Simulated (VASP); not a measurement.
Here is a VASP 6.6.1 calculation.

File INCAR:

```
SYSTEM = CoPtO2
PREC = Accurate ; ENCUT = 520
EDIFF = 1E-6 ; ISMEAR = 0
SIGMA = 0.1 ; LREAL = .False.
LASPH = .True. ; NELM = 60
ALGO = Normal ; ISIF = 2
LWAVE = .False. ; LCHARG = .False.
GGA = PS ; NBANDS = 58
```

KPOINTS

```
regular mesh
0
Gamma
  12 12 2
  0 0 0
```

Contents of POSCAR:

```
CoPtO2
1.0
    2.6977757979      0.0000000000      0.0000000000
   -1.3488878989      2.3363423747      0.0000000000
    0.0000000000      0.0000000000     18.1213383746
Co Pt O
3 3 6
Direct
    0.6666666667      0.3333333333      0.8333333333
    0.3333333333      0.6666666667      0.1666666667
    0.0000000000      0.0000000000      0.5000000000
    0.0000000000      0.0000000000      0.0000000000
    0.6666666667      0.3333333333      0.3333333333
    0.3333333333      0.6666666667      0.6666666667
    0.0000000000      0.0000000000      0.8886269083
    0.3333333333      0.6666666667      0.7780397584
    0.6666666667      0.3333333333      0.2219602416
    0.0000000000      0.0000000000      0.1113730917
    0.3333333333      0.6666666667      0.5552935749
    0.6666666667      0.3333333333      0.4447064251
```

Potentials or basis: VASP PAW PBE potentials, release 64 (Co, Pt, O).

Command:

```console
$ cat potpaw_PBE.64/Co/POTCAR potpaw_PBE.64/Pt/POTCAR potpaw_PBE.64/O/POTCAR > POTCAR
$ mpirun -np 1 vasp_std > vasp.out
```

**Question.** What does it give for the largest force?

**Answer.** 0.491 eV/Å.

**Question.** Estimate the band gap on the k mesh.

**Answer.** Zero (an odd number of electrons rules out a gap without spin polarisation).

**Question.** Estimate the pressure.

**Answer.** 15.5 GPa.

Stress tensor (GPa, compression positive):
```
22.95  0.00  0.00
 0.00 22.95  0.00
 0.00  0.00  0.53
```

Caveat: the cell differs from its parent crystal (biaxial strain in the a-b plane: -4.0 %); the stress differs along the axes, from 1 to 23 GPa; the PAW data sets were made with another functional, which shifts forces and pressure a little; spin-orbit coupling is left out, which moves the levels of the heavy elements; an odd number of electrons without spin polarisation forces a metal; a magnetic or distorted state may lie lower; the run has no spin polarisation, though such a crystal can be magnetic; semilocal functionals often make such compounds metallic where correlation or magnetic order opens a gap, which also shifts bond lengths. Spin polarisation is off, so any magnetic state and its effect on volume and gap are missing.
